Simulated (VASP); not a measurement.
# Te2As (Pmmm) in VASP: single point with PBE

Aim: the single point of Te2As with PBE.

All numbers are computed with VASP 6.6.1; they aren't measurements. Logs are shortened: lines on timing, memory, paths and dates and some standing lists are left out, and cuts for length are marked.

**1. The cell of the first run**

The structure is orthorhombic, space group Pmmm (No. 47). The conventional cell has a = 3.158 Å, b = 3.966 Å, c = 7.409 Å, α = 90.00°, β = 90.00°, γ = 90.00°. Within 3.7 Å of Te (site symmetry mm2) lie 2 As at 2.84 Å and 3 Te at 3.16 to 3.34 Å. As (site symmetry mmm) has 4 Te at 2.84 Å and 2 As at 3.16 Å within 3.7 Å.

The cell was generated, and may not be a known phase.

**2. Single point, PBE**

File INCAR:

```
SYSTEM = Te2As
  ALGO = Normal
  EDIFF = 1E-6
  ENCUT = 500
  GGA = PE
  GGA_COMPAT = .FALSE.
  ISIF = 2
  ISMEAR = 0
  LASPH = .TRUE.
  LCHARG = .FALSE.
  LREAL = .FALSE.
  LWAVE = .FALSE.
  NBANDS = 16
  NELM = 120
  PREC = Accurate
  SIGMA = 0.2
```

File KPOINTS:

```
k-points
0
G
  6 4 3
  0 0 0
```

File POSCAR:

```
Te2As
1.0
    3.9661951754      0.0000000000      0.0000000000
    0.0000000000      3.1575185714      0.0000000000
    0.0000000000      0.0000000000      7.4093800237
Te As
2 1
Direct
    0.0000000000      0.0000000000      0.2256210058
    0.0000000000      0.0000000000      0.7743789942
    0.5000000000      0.0000000000      0.5000000000
```

Potentials or basis: VASP PAW PBE potentials, release 64 (Te, As).

Run with:

```sh
$ cat potpaw_PBE.64/Te/POTCAR potpaw_PBE.64/As/POTCAR > POTCAR
$ mpirun -np 1 vasp_std > vasp.out
```

OUTCAR:

```text
SYSTEM = Te2As
   EDIFF = 1E-6
   ENCUT = 500
   GGA = PE
   ISIF = 2
   ISMEAR = 0
   LASPH = .TRUE.
   LREAL = .FALSE.
   NELM = 120
   PREC = Accurate

 ion  position               nearest neighbor table
   1  0.000  0.000  0.226-   3 2.84   3 2.84   2 3.34
   2  0.000  0.000  0.774-   3 2.84   3 2.84   1 3.34
   3  0.500  0.000  0.500-   1 2.84   2 2.84   1 2.84   2 2.84

  LATTYP: Found a simple orthorhombic cell.
 ALAT       =     3.1575185714
 B/A-ratio  =     1.2561114324
 C/A-ratio  =     2.3465831969

  Lattice vectors:

 A1 = (   0.0000000000,  -3.1575185714,   0.0000000000)
 A2 = (   3.9661951754,   0.0000000000,   0.0000000000)
 A3 = (   0.0000000000,   0.0000000000,   7.4093800237)

Analysis of symmetry for initial positions (statically):
=====================================================================
 Subroutine PRICEL returns:
 Original cell was already a primitive cell.

 Routine SETGRP: Setting up the symmetry group for a
 simple orthorhombic supercell.

 Subroutine GETGRP returns: Found  8 space group operations
 (whereof  8 operations were pure point group operations)
 out of a pool of  8 trial point group operations.

The static configuration has the point symmetry D_2h.

Analysis of symmetry for dynamics (positions and initial velocities):
=====================================================================
 Subroutine PRICEL returns:
 Original cell was already a primitive cell.

 Routine SETGRP: Setting up the symmetry group for a
 simple orthorhombic supercell.

 Subroutine GETGRP returns: Found  8 space group operations
 (whereof  8 operations were pure point group operations)
 out of a pool of  8 trial point group operations.

The dynamic configuration has the point symmetry D_2h.

 Subroutine INISYM returns: Found  8 space group operations
 (whereof  8 operations are pure point group operations),
 and found     1 'primitive' translations

----------------------------------------------------------------------------------------

                                     Primitive cell

  volume of cell :      92.7901

  direct lattice vectors                    reciprocal lattice vectors
     3.966195175  0.000000000  0.000000000     0.252130809  0.000000000  0.000000000
     0.000000000  3.157518571  0.000000000     0.000000000  0.316704392  0.000000000
     0.000000000  0.000000000  7.409380024     0.000000000  0.000000000  0.134964059

  length of vectors
     3.966195175  3.157518571  7.409380024     0.252130809  0.316704392  0.134964059

  position of ions in fractional coordinates (direct lattice)
     0.000000000  0.000000000  0.225621006
     0.000000000  0.000000000  0.774378994
     0.500000000  0.000000000  0.500000000

  ion indices of the primitive-cell ions
   primitive index   ion index
                 1           1
                 2           2
                 3           3

----------------------------------------------------------------------------------------

 KPOINTS: k-points

Automatic generation of k-mesh.
 Grid dimensions read from file:
 generate k-points for:    6    4    3

 Generating k-lattice:

  Cartesian coordinates                     Fractional coordinates (reciprocal lattice)
     0.042021802  0.000000000  0.000000000     0.166666667  0.000000000  0.000000000
     0.000000000  0.079176098  0.000000000     0.000000000  0.250000000  0.000000000
     0.000000000  0.000000000  0.044988020     0.000000000  0.000000000  0.333333333

  Length of vectors
     0.042021802  0.079176098  0.044988020

  Shift w.r.t. Gamma in fractional coordinates (k-lattice)
     0.000000000  0.000000000  0.000000000

 Subroutine IBZKPT returns following result:
 ===========================================

 Found     24 irreducible k-points:

 Following reciprocal coordinates:
            Coordinates               Weight
  0.000000  0.000000  0.000000      1.000000
  0.166667  0.000000  0.000000      2.000000
  0.333333  0.000000  0.000000      2.000000
  0.500000  0.000000  0.000000      1.000000
  0.000000  0.250000  0.000000      2.000000
  0.166667  0.250000  0.000000      4.000000
[... 16 lines left out ...]
  0.333333  0.500000  0.333333      4.000000
  0.500000  0.500000  0.333333      2.000000
   k-points           NKPTS =     24   k-points in BZ     NKDIM =     24   number of bands    NBANDS=     16
   number of dos      NEDOS =    301   number of ions     NIONS =      3
   total plane-waves  NPLWV =  38880
   dimension x,y,z NGX =    30 NGY =   24 NGZ =   54
   dimension x,y,z NGXF=    60 NGYF=   48 NGZF=  108
   ions per type =               2   1
   NGX,Y,Z   is equivalent  to a cutoff of  12.57, 12.64, 12.12 a.u.
   NGXF,Y,Z  is equivalent  to a cutoff of  25.15, 25.27, 24.23 a.u.
 SYSTEM =  Te2As
   PREC   = accura    normal or accurate (medium, high low for compatibility)
   ISTART =      0    job   : 0-new  1-cont  2-samecut
   ICHARG =      2    charge: 1-file 2-atom 10-const
   ISPIN  =      1    spin polarized calculation?
   LNONCOLLINEAR =      F non collinear calculations
   LSORBIT =      F    spin-orbit coupling
   LASPH  =      T    aspherical Exc in radial PAW
   ENCUT  =  500.0 eV  36.75 Ry    6.06 a.u.   7.23  5.76 13.51*2*pi/ulx,y,z
   NELM   =    120;   NELMIN=  2; NELMDL= -5     # of ELM steps
   EDIFF  = 0.1E-05   stopping-criterion for ELM
   LREAL  =      F    real-space projection
[... 7 lines left out ...]
   TEBEG  =    0.0;   TEEND  =   0.0 temperature during run
   PSTRESS=    0.0 pullay stress
   NELECT =      17.0000    total number of electrons
   NUPDOWN=      -1.0000    fix difference up-down
   EMIN   =  10.00;   EMAX   =-10.00  energy-range for DOS
   EFERMI =   0.00;   METHOD = LEGACY
   ISMEAR =     0;   SIGMA  =   0.20  broadening in eV -4-tet -1-fermi 0-gaus
   EFERMI_NEDOS =   21; number of points for ismear=-14 and -15
   IALGO  =     38    algorithm
   IMIX   =      4    mixing-type and parameters
     AMIX     =   0.40;   BMIX     =  1.00
     AMIX_MAG =   1.60;   BMIX_MAG =  1.00
  volume/ion in A,a.u.               =      30.93       208.73
  Fermi-wavevector in a.u.,A,eV,Ry     =   0.929802  1.757071 11.762671  0.864532
  Thomas-Fermi vector in A             =   2.056123
   LORBIT       =      0    0 simple, 1 ext, 2 COOP (PROOUT), +10 PAW based schemes
   GGA     = PE    functional components
   LHFCALC =     F    Hartree Fock is set to
   AEXX    =    0.0000 exact exchange contribution
   IVDW    =     0    specifies the selected vdW correction
   LEPSILON=     F    determine dielectric tensor
   LRPA    =     F    only Hartree local field effects (RPA)
 non-spin polarized calculation
 Gauss-broadening in eV      SIGMA  =   0.20
  energy-cutoff  :      500.00
  volume of cell :       92.79
 maximum number of plane-waves:      2375
 NGX is ok and might be reduce to    30
   NGX = 15   NGY = 11   NGZ = 27

 number of electron      16.9999999 magnetization

 Free energy of the ion-electron system (eV)
  ---------------------------------------------------
  ext. energy  EPLUGINS =         0.00000000
  ---------------------------------------------------
  free energy    TOTEN  =       -10.68128826 eV

  energy without entropy =      -10.64905785  energy(sigma->0) =      -10.66517305

 E-fermi :   5.1368     XC(G=0):  -9.0905

 val. band max:        5.1092210484   @ k =   0.1667   0.5000   0.0000
 cond. band min:       5.1706221833   @ k =   0.3333   0.2500   0.0000
 fundamental gap:      0.0614011349
 Fermi energy:         5.1367778529

 k-point     1 :       0.0000    0.0000    0.0000
  band No.  band energies     occupation
      1      -8.4457      2.00000
      2      -6.6017      2.00000
      3      -4.7648      2.00000
      4       1.9818      2.00000
      5       2.3983      2.00000
      6       2.7312      2.00000
[... 8 lines left out ...]
     15      11.6113      0.00000
     16      13.7202      0.00000

 k-point     2 :       0.1667    0.0000    0.0000
  band No.  band energies     occupation
      1      -8.2295      2.00000
      2      -6.4641      2.00000
      3      -4.9246      2.00000
      4       0.5173      2.00000
      5       1.9355      2.00000
      6       3.5361      2.00000
[... 8 lines left out ...]
     15      12.2839      0.00000
     16      13.2133      0.00000

 k-point     3 :       0.3333    0.0000    0.0000
  band No.  band energies     occupation
      1      -7.6160      2.00000
      2      -6.1479      2.00000
      3      -5.5325      2.00000
      4      -0.3123      2.00000
      5       0.5269      2.00000
      6       2.8441      2.00000
[... 8 lines left out ...]
     15      12.6777      0.00000
     16      14.2382      0.00000

 k-point     4 :       0.5000    0.0000    0.0000
  band No.  band energies     occupation
      1      -6.9508      2.00000
      2      -6.2503      2.00000
      3      -5.9616      2.00000
      4      -0.4132      2.00000
      5      -0.0896      2.00000
      6       2.2223      2.00000
[... 8 lines left out ...]
     15      13.7331      0.00000
     16      14.7556      0.00000

 k-point     5 :       0.0000    0.2500    0.0000
  band No.  band energies     occupation
      1      -7.7834      2.00000
      2      -5.8766      2.00000
      3      -4.0908      2.00000
      4       2.3223      2.00000
      5       2.5394      2.00000
      6       3.0927      2.00000
[... 8 lines left out ...]
     15      13.0535      0.00000
     16      13.8898      0.00000

 k-point     6 :       0.1667    0.2500    0.0000
  band No.  band energies     occupation
      1      -7.5653      2.00000
      2      -5.7365      2.00000
      3      -4.2577      2.00000
      4       1.1394      2.00000
      5       2.5121      2.00000
      6       2.5248      2.00000
[... 8 lines left out ...]
     15      12.9594      0.00000
     16      13.0153      0.00000

 k-point     7 :       0.3333    0.2500    0.0000
  band No.  band energies     occupation
      1      -6.9424      2.00000
      2      -5.4136      2.00000
      3      -4.8870      2.00000
      4       0.3188      2.00000
      5       1.1385      2.00000
      6       3.0889      2.00000
[... 8 lines left out ...]
     15      12.2786      0.00000
     16      13.0015      0.00000

 k-point     8 :       0.5000    0.2500    0.0000
  band No.  band energies     occupation
      1      -6.2268      2.00000
      2      -5.6608      2.00000
      3      -5.2224      2.00000
      4       0.2151      2.00000
      5       0.5241      2.00000
      6       2.9487      2.00000
[... 8 lines left out ...]
     15      11.4610      0.00000
     16      12.8181      0.00000

 k-point     9 :       0.0000    0.5000    0.0000
  band No.  band energies     occupation
      1      -6.8333      2.00000
      2      -4.7719      2.00000
      3      -3.0629      2.00000
      4      -0.4910      2.00000
      5       0.9969      2.00000
      6       2.8320      2.00000
[... 8 lines left out ...]
     15      11.5738      0.00000
     16      11.8009      0.00000
[... 172 lines left out ...]
 k-point    19 :       0.3333    0.2500    0.3333
  band No.  band energies     occupation
      1      -6.7937      2.00000
      2      -5.8803      2.00000
      3      -4.5891      2.00000
      4       0.7963      2.00000
      5       1.1122      2.00000
      6       3.1418      2.00000
[... 8 lines left out ...]
     15      12.7209      0.00000
     16      13.4646      0.00000

 k-point    20 :       0.5000    0.2500    0.3333
  band No.  band energies     occupation
      1      -6.0292      2.00000
      2      -5.6559      2.00000
      3      -5.5315      2.00000
      4       0.3267      2.00000
      5       1.0564      2.00000
      6       3.4377      2.00000
[... 8 lines left out ...]
     15      12.9344      0.00000
     16      13.7862      0.00000

 k-point    21 :       0.0000    0.5000    0.3333
  band No.  band energies     occupation
      1      -6.7262      2.00000
      2      -5.2119      2.00000
      3      -2.4403      2.00000
      4      -0.3200      2.00000
      5       0.5728      2.00000
      6       2.4343      2.00000
[... 8 lines left out ...]
     15      11.9565      0.00000
     16      12.0493      0.00000

 k-point    22 :       0.1667    0.5000    0.3333
  band No.  band energies     occupation
      1      -6.5003      2.00000
      2      -5.0758      2.00000
      3      -2.7243      2.00000
      4      -0.1197      2.00000
      5       0.6926      2.00000
      6       2.1114      2.00000
[... 8 lines left out ...]
     15      10.9594      0.00000
     16      12.7879      0.00000

 k-point    23 :       0.3333    0.5000    0.3333
  band No.  band energies     occupation
      1      -5.8447      2.00000
      2      -4.7685      2.00000
      3      -3.5973      2.00000
      4       0.4191      2.00000
      5       0.9791      2.00000
      6       1.6319      2.00000
[... 8 lines left out ...]
     15      10.9678      0.00000
     16      11.5034      0.00000

 k-point    24 :       0.5000    0.5000    0.3333
  band No.  band energies     occupation
      1      -4.9203      2.00000
      2      -4.8463      2.00000
      3      -4.4077      2.00000
      4       0.8329      2.00000
      5       1.1826      2.00000
      6       1.2847      2.00000
[... 8 lines left out ...]
     15      10.6388      0.00000
     16      11.3818      0.00000

------------------------ aborting loop because EDIFF is reached ----------------------------------------

  FORCE on cell =-STRESS in cart. coord.  units (eV):
  Direction    XX          YY          ZZ          XY          YZ          ZX
  --------------------------------------------------------------------------------------
  -------------------------------------------------------------------------------------
  Total       -0.0675186     -0.0979861      0.3534584     -0.0000000      0.0000000      0.0000000
  in kB       -1.1658224     -1.6918936      6.1030517     -0.0000000      0.0000000      0.0000000
  external PRESSURE =       1.0817786 kB  Pullay stress =       0.0000000 kB

 VOLUME and BASIS-vectors are now :
 -----------------------------------------------------------------------------
  energy-cutoff  :      500.00
  volume of cell :       92.79
      direct lattice vectors                 reciprocal lattice vectors
     3.966195175  0.000000000  0.000000000     0.252130809  0.000000000  0.000000000
     0.000000000  3.157518571  0.000000000     0.000000000  0.316704392  0.000000000
     0.000000000  0.000000000  7.409380024     0.000000000  0.000000000  0.134964059

 POSITION                                       TOTAL-FORCE (eV/Angst)
 -----------------------------------------------------------------------------------
      0.00000      0.00000      1.67171         0.000000      0.000000     -0.000159
      0.00000      0.00000      5.73767        -0.000000      0.000000      0.000159
      1.98310      0.00000      3.70469        -0.000000      0.000000      0.000000
 -----------------------------------------------------------------------------------
    total drift:                                0.000000      0.000000     -0.000000

  FREE ENERGIE OF THE ION-ELECTRON SYSTEM (eV)
  ---------------------------------------------------
  free  energy   TOTEN  =       -10.6812882557 eV

  energy  without entropy=      -10.6490578536  energy(sigma->0) =      -10.66517305
```

Run time: 35 s. Hardware: 1 thread of Intel Xeon 8259CL, shared host; peak memory 0.2 GiB.

What came out:

```
Free energy            : -10.6813 eV
Pressure               : 0.1 GPa
Band gap on the k mesh : zero (an odd number of electrons rules out a gap without spin polarisation)
```

Levels at points of the mesh, in eV from the Fermi level:
| k point | band 5 | band 6 | band 7 | band 8 | band 9 | band 10 | band 11 | band 12 | band 13 | band 14 |
| --- | --- | --- | --- | --- | --- | --- | --- | --- | --- | --- |
| (0.00, 0.00, 0.00) | -2.74 | -2.41 | -0.88 | 1.39 | 1.53 | 2.09 | 3.19 | 3.72 | 4.27 | 5.87 |
| (0.50, 0.00, 0.00) | -5.23 | -2.91 | -0.26 | 1.83 | 2.44 | 2.85 | 2.89 | 3.59 | 5.87 | 8.29 |
| (0.00, 0.50, 0.00) | -4.14 | -2.30 | -1.89 | -1.04 | -1.02 | 0.54 | 2.92 | 3.66 | 4.87 | 5.82 |
| (0.50, 0.50, 0.00) | -4.05 | -3.79 | -3.64 | -3.25 | -1.10 | 1.19 | 3.11 | 3.47 | 3.52 | 3.82 |

Caveat: the k points lie up to 0.50 Å⁻¹ apart, too coarse for converged energies and pressures of a metal; spin-orbit coupling is left out, which moves the levels of the heavy elements; an odd number of electrons without spin polarisation forces a metal; a magnetic or distorted state may lie lower.

The gap in the log of VASP goes by the Fermi energy; the results here count the filled bands.